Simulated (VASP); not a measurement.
Al3BN2: relaxation of cell and atoms with PBE

The system is Al3BN2.

```
Al B N
1.0
    -2.21914    2.21914    4.13911
     2.21914   -2.21914    4.13911
     2.21914    2.21914   -4.13911
Al B N
3 1 2
Direct
  0.50000 0.00000 0.50000
  0.00000 0.50000 0.50000
  0.00000 0.00000 0.00000
  0.50000 0.50000 0.00000
  0.32243 0.32243 0.00000
  0.67757 0.67757 0.00000
```

The cell was built from a structure type or drawn by symmetry, and may not be a known phase.

```
Program                : VASP 6.6.1
Task                   : relaxation of cell and atoms
Functional             : PBE
Potentials or basis    : VASP PAW PBE potentials, release 64 (Al, B, N)
Cutoff                 : 600 eV
k mesh                 : 6 × 6 × 6
Occupations            : gaussian, width 0.1 eV
Spin                   : no spin polarisation
Dipole correction      : no
Further INCAR settings : ALGO = Normal; EDIFF = 1e-06; IBRION = 2; EDIFFG = -0.04; NSW = 90; ISIF = 3
```

- Relaxed volume: 15.38 Å³/atom
- Relaxed cell: a = 4.965 Å, b = 4.965 Å, c = 4.965 Å, α = 114.42°, β = 114.42°, γ = 99.98°
- Space group after relaxing (to 0.1 Å): I4/mmm (No. 139)
- Energy gained by relaxing: 804.6 meV/atom
- Ionic steps: 22
- Pressure after relaxing: -0.2 GPa
- Largest force after relaxing: 0.025 eV/Å
- Band gap on the k mesh: zero (bands 11 and 12 overlap by 1.94 eV)

Forces on the atoms (eV/Å):
```
Al   0.000  0.000  0.000
Al   0.000  0.000  0.000
Al   0.000  0.000  0.000
B    0.000  0.000  0.000
N    0.000  0.000  0.025
N    0.000  0.000 -0.025
```

Stress tensor (GPa, compression positive):
```
-0.16  0.00  0.00
 0.00 -0.16  0.00
 0.00  0.00 -0.37
```

The path:
```csv
step,energy change (eV),largest force (eV/Å),pressure (GPa),volume (Å³)
1,0.0000,3.9750,14.28,81.53
2,2.2952,31.0772,30.57,93.60
3,-2.8875,3.3691,8.74,87.81
4,-2.8951,3.9504,8.99,88.06
5,-3.4714,1.9839,-9.34,100.24
6,-3.5478,0.7182,-5.50,96.67
7,-4.2530,2.3352,-4.33,98.09
8,-4.4028,4.4868,-1.03,98.31
9,-4.6476,2.7557,-1.19,98.85
10,-4.6615,0.5682,0.33,99.21
11,-4.6891,1.7058,-0.60,99.07
12,-4.6893,1.6037,-0.52,99.08
13,-4.7380,1.0096,-2.01,98.80
14,-4.7549,0.4656,-3.28,98.51
15,-4.7758,0.2802,-2.81,97.58
16,-4.8109,0.2602,-1.38,94.96
17,-4.8146,0.5180,-0.64,93.78
18,-4.8201,0.0442,0.29,93.01
19,-4.8201,0.0050,0.35,92.95
20,-4.8236,0.0220,0.18,92.83
21,-4.8270,0.0783,-0.25,92.50
22,-4.8274,0.0250,-0.23,92.30
```

Final structure:
```cif
data_structure
_symmetry_space_group_name_H-M 'P 1'
_symmetry_Int_Tables_number 1
_cell_length_a 4.9646
_cell_length_b 4.9646
_cell_length_c 4.9646
_cell_angle_alpha 114.418
_cell_angle_beta 114.418
_cell_angle_gamma 99.975
_cell_volume 92.30
loop_
_atom_site_label
_atom_site_type_symbol
_atom_site_fract_x
_atom_site_fract_y
_atom_site_fract_z
_atom_site_occupancy
Al1 Al 0.50000 0.00000 0.50000 1
Al2 Al 0.00000 0.50000 0.50000 1
Al3 Al 0.00000 0.00000 0.00000 1
B1 B 0.50000 0.50000 0.00000 1
N1 N 0.29047 0.29047 0.00000 1
N2 N 0.70953 0.70953 0.00000 1
```

Levels at points of the mesh, in eV from the Fermi level:
```
           k point  band 7  band 8  band 9  band 10  band 11  band 12  band 13  band 14  band 15
(0.00, 0.00, 0.00)   -4.58   -2.81   -2.81    -1.47    -1.47    -1.47    -0.04     2.63     3.27
(0.50, 0.00, 0.00)   -5.04   -3.38   -1.78    -1.24     0.09     0.60     1.75     2.05     2.90
(0.50, 0.50, 0.00)   -3.74   -2.93   -2.07    -1.73    -1.30     1.17     1.82     2.62     3.43
(0.50, 0.50, 0.50)   -4.30   -2.52   -1.90    -1.90    -0.61     0.32     0.32     2.80     3.66
```

Wall time 8.3 min on 1 thread of AMD EPYC 9R45 (Zen 5) (shared host), peak memory 0.25 GiB.
